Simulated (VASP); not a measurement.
# Cu (Cmcm) in VASP: notebook, part 2 of 2

VASP 6.6.1.

### 3 Single point, PBEsol (strain -0.0750 x Voigt [1, 0, 0, 0, 0, 0])

INCAR

```
ALGO = Fast
EDIFF = 1E-6
ENCUT = 520
GGA = PS
ISIF = 2
ISMEAR = 0
LASPH = T
LCHARG = F
LREAL = F
LWAVE = F
NBANDS = 18
NELM = 100
PREC = Accurate
SIGMA = 0.15
```

KPOINTS

```
k-points
0
Gamma
  20 20 20
```

POSCAR

```
Cu
1.0
    1.1270789132     -3.9763780104      0.0000000000
    1.1270789132      3.9763780104      0.0000000000
    0.0000000000      0.0000000000      2.4754955235
Cu
2
Direct
    0.1338666500      0.8661333500      0.2500000000
    0.8661333500      0.1338666500      0.7500000000
```

Potentials or basis: VASP PAW PBE potentials, release 64 (Cu).

Command:

```console
> cat potpaw_PBE.64/Cu/POTCAR > POTCAR
> mpirun -np 1 vasp_std > vasp.out
```

OUTCAR:

```text
EDIFF = 1E-6
   ENCUT = 520
   GGA = PS
   ISIF = 2
   ISMEAR = 0
   LASPH = T
   LREAL = F
   NELM = 100
   PREC = Accurate

 ion  position               nearest neighbor table
   1  0.134  0.866  0.250-   2 2.46   2 2.46   2 2.49   2 2.49   2 2.49   2 2.49
   2  0.866  0.134  0.750-   1 2.46   1 2.46   1 2.49   1 2.49   1 2.49   1 2.49

  LATTYP: Found a base centered orthorhombic cell.
 ALAT       =     2.2541578264
 B/A-ratio  =     3.5280386882
 C/A-ratio  =     1.0981908607

  Lattice vectors:

 A1 = (   1.1270789132,  -3.9763780104,   0.0000000000)
 A2 = (   1.1270789132,   3.9763780104,   0.0000000000)
 A3 = (   0.0000000000,   0.0000000000,   2.4754955235)

Analysis of symmetry for initial positions (statically):
=====================================================================
 Subroutine PRICEL returns:
 Original cell was already a primitive cell.

 Routine SETGRP: Setting up the symmetry group for a
 base centered orthorhombic supercell.

 Subroutine GETGRP returns: Found  8 space group operations
 (whereof  4 operations were pure point group operations)
 out of a pool of  8 trial point group operations.

The static configuration has the point symmetry C_2h.
 The point group associated with its full space group is D_2h.

Analysis of symmetry for dynamics (positions and initial velocities):
=====================================================================
 Subroutine PRICEL returns:
 Original cell was already a primitive cell.

 Routine SETGRP: Setting up the symmetry group for a
 base centered orthorhombic supercell.

 Subroutine GETGRP returns: Found  8 space group operations
 (whereof  4 operations were pure point group operations)
 out of a pool of  8 trial point group operations.

The dynamic configuration has the point symmetry C_2h.
 The point group associated with its full space group is D_2h.

 Subroutine INISYM returns: Found  8 space group operations
 (whereof  4 operations are pure point group operations),
 and found     1 'primitive' translations

----------------------------------------------------------------------------------------

                                     Primitive cell

  volume of cell :      22.1888

  direct lattice vectors                    reciprocal lattice vectors
     1.127078913 -3.976378010  0.000000000     0.443624660 -0.125742572  0.000000000
     1.127078913  3.976378010  0.000000000     0.443624660  0.125742572  0.000000000
     0.000000000  0.000000000  2.475495523     0.000000000  0.000000000  0.403959527

  length of vectors
     4.133024190  4.133024190  2.475495523     0.461100893  0.461100893  0.403959527

  position of ions in fractional coordinates (direct lattice)
     0.133866650  0.866133350  0.250000000
     0.866133350  0.133866650  0.750000000

  ion indices of the primitive-cell ions
   primitive index   ion index
                 1           1
                 2           2

----------------------------------------------------------------------------------------

 KPOINTS: k-points

Automatic generation of k-mesh.
 Grid dimensions read from file:
 generate k-points for:   20   20   20

 Generating k-lattice:

  Cartesian coordinates                     Fractional coordinates (reciprocal lattice)
     0.022181233 -0.006287129  0.000000000     0.050000000  0.000000000  0.000000000
     0.022181233  0.006287129  0.000000000     0.000000000  0.050000000  0.000000000
     0.000000000  0.000000000  0.020197976     0.000000000  0.000000000  0.050000000

  Length of vectors
     0.023055045  0.023055045  0.020197976

  Shift w.r.t. Gamma in fractional coordinates (k-lattice)
     0.000000000  0.000000000  0.000000000

 Subroutine IBZKPT returns following result:
 ===========================================

 Found   1221 irreducible k-points:

 Following reciprocal coordinates:
            Coordinates               Weight
  0.000000  0.000000  0.000000      1.000000
  0.050000  0.000000  0.000000      4.000000
  0.100000  0.000000  0.000000      4.000000
  0.150000  0.000000  0.000000      4.000000
  0.200000  0.000000  0.000000      4.000000
  0.250000  0.000000  0.000000      4.000000
[... 16 lines left out ...]
 -0.400000  0.050000  0.000000      4.000000
 -0.350000  0.050000  0.000000      4.000000
 [... further k-points ...]
   k-points           NKPTS =   1221   k-points in BZ     NKDIM =   1221   number of bands    NBANDS=     18
   number of dos      NEDOS =    301   number of ions     NIONS =      2
   total plane-waves  NPLWV =  18432
   dimension x,y,z NGX =    32 NGY =   32 NGZ =   18
   dimension x,y,z NGXF=    64 NGYF=   64 NGZF=   36
   ions per type =               2
   NGX,Y,Z   is equivalent  to a cutoff of  12.87, 12.87, 12.09 a.u.
   NGXF,Y,Z  is equivalent  to a cutoff of  25.74, 25.74, 24.18 a.u.
 SYSTEM =  unknown system
   PREC   = accura    normal or accurate (medium, high low for compatibility)
   ISTART =      0    job   : 0-new  1-cont  2-samecut
   ICHARG =      2    charge: 1-file 2-atom 10-const
   ISPIN  =      1    spin polarized calculation?
   LNONCOLLINEAR =      F non collinear calculations
   LSORBIT =      F    spin-orbit coupling
   LASPH  =      T    aspherical Exc in radial PAW
   ENCUT  =  520.0 eV  38.22 Ry    6.18 a.u.   7.68  7.68  4.60*2*pi/ulx,y,z
   NELM   =    100;   NELMIN=  2; NELMDL= -5     # of ELM steps
   EDIFF  = 0.1E-05   stopping-criterion for ELM
   LREAL  =      F    real-space projection
   EDIFFG = 0.1E-04   stopping-criterion for IOM
   NSW    =      0    number of steps for IOM
   IBRION =     -1    ionic relax: 0-MD 1-quasi-New 2-CG
   NFREE  =      0    steps in history (QN), initial steepest desc. (CG)
   ISIF   =      2    stress and relaxation
   ISYM   =      2    0-nonsym 1-usesym 2-fastsym
   POTIM  = 0.5000    time-step for ionic-motion
   TEBEG  =    0.0;   TEEND  =   0.0 temperature during run
   PSTRESS=    0.0 pullay stress
   NELECT =      22.0000    total number of electrons
   NUPDOWN=      -1.0000    fix difference up-down
   EMIN   =  10.00;   EMAX   =-10.00  energy-range for DOS
   EFERMI =   0.00;   METHOD = LEGACY
   ISMEAR =     0;   SIGMA  =   0.15  broadening in eV -4-tet -1-fermi 0-gaus
   EFERMI_NEDOS =   21; number of points for ismear=-14 and -15
   IALGO  =     68    algorithm
   IMIX   =      4    mixing-type and parameters
     AMIX     =   0.40;   BMIX     =  1.00
     AMIX_MAG =   1.60;   BMIX_MAG =  1.00
  volume/ion in A,a.u.               =      11.09        74.87
  Fermi-wavevector in a.u.,A,eV,Ry     =   1.632442  3.084868 36.257702  2.664866
  Thomas-Fermi vector in A             =   2.724412
   LORBIT       =      0    0 simple, 1 ext, 2 COOP (PROOUT), +10 PAW based schemes
   GGA     = PS    functional components
   LHFCALC =     F    Hartree Fock is set to
   AEXX    =    0.0000 exact exchange contribution
   IVDW    =     0    specifies the selected vdW correction
   LEPSILON=     F    determine dielectric tensor
   LRPA    =     F    only Hartree local field effects (RPA)
 non-spin polarized calculation
 RMM-DIIS sequential band-by-band and
 Gauss-broadening in eV      SIGMA  =   0.15
  energy-cutoff  :      520.00
  volume of cell :       22.19
 maximum number of plane-waves:       615
   NGX = 15   NGY = 15   NGZ =  9

 number of electron      21.9999989 magnetization

 Free energy of the ion-electron system (eV)
  ---------------------------------------------------
  ext. energy  EPLUGINS =         0.00000000
  ---------------------------------------------------
  free energy    TOTEN  =        -8.14284230 eV

  energy without entropy =       -8.13612902  energy(sigma->0) =       -8.13948566

 E-fermi :   8.1623     XC(G=0): -13.2416

 val. band max:        8.1585566079   @ k =  -0.3000   0.2000   0.2000
 cond. band min:       8.1627572904   @ k =   0.3500   0.3000   0.2500
 fundamental gap:      0.0042006826
 Fermi energy:         8.1623157822

 k-point     1 :       0.0000    0.0000    0.0000
  band No.  band energies     occupation
      1      -1.6729      2.00000
      2       2.7387      2.00000
      3       3.4304      2.00000
      4       3.9058      2.00000
      5       4.8810      2.00000
      6       5.2598      2.00000
[... 10 lines left out ...]
     17      30.8462      0.00000
     18      31.1272      0.00000
[... 466 lines left out ...]
      2       3.4069      2.00000
      3       4.1285      2.00000
      4       4.4113      2.00000
      5       5.0600      2.00000
      6       5.1777      2.00000
[... 10 lines left out ...]
     17      29.3641      0.00000
     18      30.8411      0.00000

 [... further k-points ...]

------------------------ aborting loop because EDIFF is reached ----------------------------------------

  FORCE on cell =-STRESS in cart. coord.  units (eV):
  Direction    XX          YY          ZZ          XY          YZ          ZX
  --------------------------------------------------------------------------------------
  -------------------------------------------------------------------------------------
  Total        4.6977688      0.7229118      0.4167474      0.0000000      0.0000000      0.0000000
  in kB      339.2095650     52.1989484     30.0918809      0.0000000      0.0000000      0.0000000
  external PRESSURE =     140.5001314 kB  Pullay stress =       0.0000000 kB

 VOLUME and BASIS-vectors are now :
 -----------------------------------------------------------------------------
  energy-cutoff  :      520.00
  volume of cell :       22.19
      direct lattice vectors                 reciprocal lattice vectors
     1.127078913 -3.976378010  0.000000000     0.443624660 -0.125742572  0.000000000
     1.127078913  3.976378010  0.000000000     0.443624660  0.125742572  0.000000000
     0.000000000  0.000000000  2.475495523     0.000000000  0.000000000  0.403959527

 POSITION                                       TOTAL-FORCE (eV/Angst)
 -----------------------------------------------------------------------------------
      1.12708      2.91177      0.61887         0.000000      0.309292     -0.000000
      1.12708     -2.91177      1.85662         0.000000     -0.309292      0.000000
 -----------------------------------------------------------------------------------
    total drift:                                0.000000      0.000000      0.000000

  FREE ENERGIE OF THE ION-ELECTRON SYSTEM (eV)
  ---------------------------------------------------
  free  energy   TOTEN  =        -8.1428423005 eV

  energy  without entropy=       -8.1361290151  energy(sigma->0) =       -8.13948566
```

OSZICAR:

```text
N       E                     dE             d eps       ncg     rms          rms(c)
DAV:   1     0.120560449077E+03    0.12056E+03   -0.10509E+04 47646   0.222E+03
DAV:   2    -0.390115771066E+01   -0.12446E+03   -0.11803E+03 44062   0.291E+02
DAV:   3    -0.101564305240E+02   -0.62553E+01   -0.60373E+01 48840   0.874E+01
DAV:   4    -0.102224472449E+02   -0.66017E-01   -0.65974E-01 51768   0.969E+00
DAV:   5    -0.102233318116E+02   -0.88457E-03   -0.88453E-03 53888   0.987E-01    0.116E+01
RMM:   6    -0.879898969704E+01    0.14243E+01   -0.10834E+01 51305   0.585E+01    0.587E+00
RMM:   7    -0.817231458944E+01    0.62668E+00   -0.17798E+00 50833   0.247E+01    0.150E+00
RMM:   8    -0.814441664361E+01    0.27898E-01   -0.74735E-02 53384   0.252E+00    0.253E-01
RMM:   9    -0.814285237573E+01    0.15643E-02   -0.14814E-02 53395   0.222E+00    0.121E-01
RMM:  10    -0.814287199071E+01   -0.19615E-04   -0.34500E-03 58068   0.570E-01    0.593E-02
RMM:  11    -0.814283746794E+01    0.34523E-04   -0.33212E-04 59388   0.200E-01    0.151E-02
RMM:  12    -0.814284368434E+01   -0.62164E-05   -0.93587E-05 60596   0.999E-02    0.230E-03
RMM:  13    -0.814284256863E+01    0.11157E-05   -0.83873E-06 52721   0.366E-02    0.467E-03
RMM:  14    -0.814284230053E+01    0.26810E-06   -0.28374E-06 38085   0.204E-02
   1 F= -.81428423E+01 E0= -.81394857E+01  d E =-.671329E-02
```

stdout:

```text
POSCAR found type information on POSCAR Cu
 POSCAR found :  1 types and       2 ions
 scaLAPACK will be used
 -----------------------------------------------------------------------------
|                                                                             |
|                                                                             |
|     You enforced a specific xc type in the INCAR file but a different       |
|     I HOPE YOU KNOW WHAT YOU ARE DOING!                                     |
|                                                                             |
 -----------------------------------------------------------------------------

 LDA part: xc-table for (Slater+PW92), standard interpolation
 POSCAR, INCAR and KPOINTS ok, starting setup
 FFT: planning ... GRIDC
 FFT: planning ... GRID_SOFT
 FFT: planning ... GRID
 WAVECAR not read
 entering main loop
WARNING in EDDRMM: call to ZHEGV failed, returncode =   6  3     16
WARNING in EDDRMM: call to ZHEGV failed, returncode =   6  3     15
WARNING in EDDRMM: call to ZHEGV failed, returncode =   6  3     17
WARNING in EDDRMM: call to ZHEGV failed, returncode =   6  3     15
```

Wall time 3.4 min (1 thread of Intel Xeon 6975P-C (Granite Rapids), shared host); peak memory 0.49 GiB.

What came out:

- Free energy: -8.1428 eV
- Pressure: 14.1 GPa
- Largest force: 0.309 eV/Å
- Band gap on the k mesh: zero (bands 11 and 12 overlap by 6.09 eV)

Forces on the atoms (eV/Å):
```
Cu   0.000  0.309  0.000
Cu   0.000 -0.309  0.000
```

Stress tensor (GPa, compression positive):
```
33.92  0.00  0.00
 0.00  5.22  0.00
 0.00  0.00  3.01
```

Levels at points of the mesh, in eV from the Fermi level:
```csv
k point,band 8,band 9,band 10,band 11,band 12,band 13,band 14,band 15
"(0.00, 0.00, 0.00)",-1.90,-1.77,-1.64,-1.51,-0.65,4.66,14.12,19.84
"(0.50, 0.00, 0.00)",-2.63,-2.31,-1.76,-0.08,1.99,3.35,7.89,13.49
"(0.50, 0.50, 0.00)",-2.55,-2.39,-1.85,-1.55,-1.49,13.20,15.04,17.05
"(0.00, 0.00, 0.50)",-2.52,-1.65,-1.65,-0.21,-0.21,7.81,7.81,9.16
"(0.50, 0.00, 0.50)",-1.89,-1.14,-1.14,4.19,4.19,8.13,8.13,10.46
"(0.50, 0.50, 0.50)",-1.89,-1.73,-1.73,-1.44,-1.44,3.55,3.55,17.29
```

Caveat: the cell differs from its parent crystal (strain -0.0750 x Voigt [1, 0, 0, 0, 0, 0]); the cell stands under pressure; the PAW data sets were made with another functional, which shifts forces and pressure a little.

### 4 Single point, PBEsol (strain -0.0500 x Voigt [1, 0, 0, 0, 0, 0])

INCAR

```
SYSTEM = Cu
PREC = Accurate
ENCUT = 520
EDIFF = 1E-6
ISMEAR = 0
SIGMA = 0.15
LREAL = .False.
LASPH = .True.
NELM = 60
ALGO = Fast
ISIF = 2
LWAVE = .False.
LCHARG = .False.
GGA = PS
NBANDS = 18
```

KPOINTS

```
Automatic mesh
0
Gamma
  20 20 20
  0 0 0
```

POSCAR

```
Cu
1.0
    1.1575405055     -3.9763780104      0.0000000000
    1.1575405055      3.9763780104      0.0000000000
    0.0000000000      0.0000000000      2.4754955235
Cu
2
Direct
    0.1338666500      0.8661333500      0.2500000000
    0.8661333500      0.1338666500      0.7500000000
```

Potentials or basis: VASP PAW PBE potentials, release 64 (Cu).

Command:

```console
> cat potpaw_PBE.64/Cu/POTCAR > POTCAR
> mpirun -np 1 vasp_std > vasp.out
```

OUTCAR:

```text
SYSTEM = Cu
   PREC = Accurate
   ENCUT = 520
   EDIFF = 1E-6
   ISMEAR = 0
   LREAL = .False.
   LASPH = .True.
   NELM = 60
   ISIF = 2
   GGA = PS

 ion  position               nearest neighbor table
   1  0.134  0.866  0.250-   2 2.46   2 2.46   2 2.51   2 2.51   2 2.51   2 2.51
   2  0.866  0.134  0.750-   1 2.46   1 2.46   1 2.51   1 2.51   1 2.51   1 2.51

  LATTYP: Found a base centered orthorhombic cell.
 ALAT       =     2.3150810110
 B/A-ratio  =     3.4351955647
 C/A-ratio  =     1.0692911011

  Lattice vectors:

[... 695 lines left out ...]

  FORCE on cell =-STRESS in cart. coord.  units (eV):
  Direction    XX          YY          ZZ          XY          YZ          ZX
  --------------------------------------------------------------------------------------
  -------------------------------------------------------------------------------------
  Total        2.9018819      0.5779452      0.4058982      0.0000000     -0.0000000      0.0000000
  in kB      204.0207348     40.6332196     28.5372235      0.0000000     -0.0000000      0.0000000
  external PRESSURE =      91.0637260 kB  Pullay stress =       0.0000000 kB

 VOLUME and BASIS-vectors are now :
 -----------------------------------------------------------------------------
  energy-cutoff  :      520.00
  volume of cell :       22.79
      direct lattice vectors                 reciprocal lattice vectors
     1.157540506 -3.976378010  0.000000000     0.431950327 -0.125742572  0.000000000
     1.157540506  3.976378010  0.000000000     0.431950327  0.125742572  0.000000000
     0.000000000  0.000000000  2.475495523     0.000000000  0.000000000  0.403959527

 POSITION                                       TOTAL-FORCE (eV/Angst)
 -----------------------------------------------------------------------------------
      1.15754      2.91177      0.61887         0.000000      0.200801     -0.000000
      1.15754     -2.91177      1.85662         0.000000     -0.200801      0.000000
 -----------------------------------------------------------------------------------
    total drift:                                0.000000      0.000000      0.000000

  FREE ENERGIE OF THE ION-ELECTRON SYSTEM (eV)
  ---------------------------------------------------
  free  energy   TOTEN  =        -8.2417096767 eV

  energy  without entropy=       -8.2347870886  energy(sigma->0) =       -8.23824838
```

stdout:

```text
POSCAR found type information on POSCAR Cu
 POSCAR found :  1 types and       2 ions
 scaLAPACK will be used
 -----------------------------------------------------------------------------
|                                                                             |
|                                                                             |
|     You enforced a specific xc type in the INCAR file but a different       |
|     I HOPE YOU KNOW WHAT YOU ARE DOING!                                     |
|                                                                             |
 -----------------------------------------------------------------------------

 LDA part: xc-table for (Slater+PW92), standard interpolation
 POSCAR, INCAR and KPOINTS ok, starting setup
 FFT: planning ... GRIDC
 FFT: planning ... GRID_SOFT
 FFT: planning ... GRID
 WAVECAR not read
 entering main loop
WARNING in EDDRMM: call to ZHEGV failed, returncode =   8  4     18
WARNING in EDDRMM: call to ZHEGV failed, returncode =   6  3     16
WARNING in EDDRMM: call to ZHEGV failed, returncode =   6  3     16
WARNING in EDDRMM: call to ZHEGV failed, returncode =   6  3     16
WARNING in EDDRMM: call to ZHEGV failed, returncode =   6  3     17
```

Wall time 3.3 min (1 thread of Intel Xeon 6975P-C (Granite Rapids), shared host); peak memory 0.5 GiB.

What came out:

| Item | Value |
| --- | --- |
| Free energy | -8.2417 eV |
| Pressure | 9.1 GPa |
| Largest force | 0.201 eV/Å |
| Band gap on the k mesh | zero (bands 11 and 12 overlap by 5.93 eV) |

Forces in eV/Å, atoms in the order of the input:
```
Cu   0.000  0.201  0.000
Cu   0.000 -0.201  0.000
```

Levels at points of the mesh, in eV from the Fermi level:
| k point | band 8 | band 9 | band 10 | band 11 | band 12 | band 13 | band 14 | band 15 |
| --- | --- | --- | --- | --- | --- | --- | --- | --- |
| (0.00, 0.00, 0.00) | -1.93 | -1.78 | -1.64 | -1.47 | -0.43 | 4.72 | 14.35 | 19.81 |
| (0.50, 0.00, 0.00) | -2.56 | -2.23 | -1.70 | -0.21 | 1.77 | 3.02 | 7.53 | 13.28 |
| (0.50, 0.50, 0.00) | -2.45 | -2.33 | -1.86 | -1.56 | -1.49 | 13.35 | 15.13 | 17.26 |
| (0.00, 0.00, 0.50) | -2.58 | -1.66 | -1.66 | -0.12 | -0.12 | 7.95 | 7.95 | 9.26 |
| (0.50, 0.00, 0.50) | -1.85 | -1.17 | -1.17 | 4.02 | 4.02 | 7.90 | 7.90 | 10.18 |
| (0.50, 0.50, 0.50) | -1.91 | -1.63 | -1.63 | -1.28 | -1.28 | 3.61 | 3.61 | 17.52 |

Caveat: the cell differs from its parent crystal (strain -0.0500 x Voigt [1, 0, 0, 0, 0, 0]); the cell stands under pressure; the PAW data sets were made with another functional, which shifts forces and pressure a little.

### 5 Summary

```tsv
cell	further INCAR settings	gap on the mesh (eV)	pressure (GPa)	largest force (eV/Å)
a = 4.125, b = 4.125, c = 2.475 Å, angles 90.0, 90.0, 149.2°, 2 atoms	ALGO = Fast; EDIFF = 1e-07; NBANDS = 18	none	22.0	0.42
a = 4.133, b = 4.133, c = 2.475 Å, angles 90.0, 90.0, 148.3°, 2 atoms	ALGO = Fast; EDIFF = 1e-06; NBANDS = 18	none	14.1	0.31
a = 4.141, b = 4.141, c = 2.475 Å, angles 90.0, 90.0, 147.5°, 2 atoms	ALGO = Fast; EDIFF = 1e-06; NBANDS = 18	none	9.1	0.20
```

Alike in all rows: task single point; level PBEsol; potentials or basis VASP PAW PBE potentials, release 64 (Cu); no spin polarisation; k mesh 20 × 20 × 20; cutoff (eV) 520; smearing gaussian 0.15 eV.

Caveats: the cell stands under pressure; the PAW data sets were made with another functional, which shifts forces and pressure a little.

Total energies depend on the potentials used, so only differences within one code and one set of settings carry meaning.
